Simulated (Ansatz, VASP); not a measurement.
K in VASP and in Ansatz

```
CELL_PARAMETERS angstrom
-2.66995 2.66995 2.66995
2.66995 -2.66995 2.66995
2.66995 2.66995 -2.66995
ATOMIC_POSITIONS crystal
K 0.00000 0.00000 0.00000
```

Alike in both runs: task single point; functional r2SCAN; k mesh 9 × 9 × 9; occupations fermi-dirac, width 0.1 eV; no spin polarisation.

|  | VASP | Ansatz |
| --- | --- | --- |
| version | VASP 6.6.1 | Ansatz 0.2.0 |
| potentials or method | VASP PAW PBE potentials, release 64 (K_sv), cutoff 520 eV | plane waves (500 eV) with PAW, scalar-relativistic |
| valence electrons in the cell | 9 | 9 |

|  | VASP | Ansatz | Ansatz less VASP |
| --- | --- | --- | --- |
| pressure (GPa) | 0.0 | 0.0 | +0.03 |

VASP's potentials were made for PBE, not for r2SCAN.
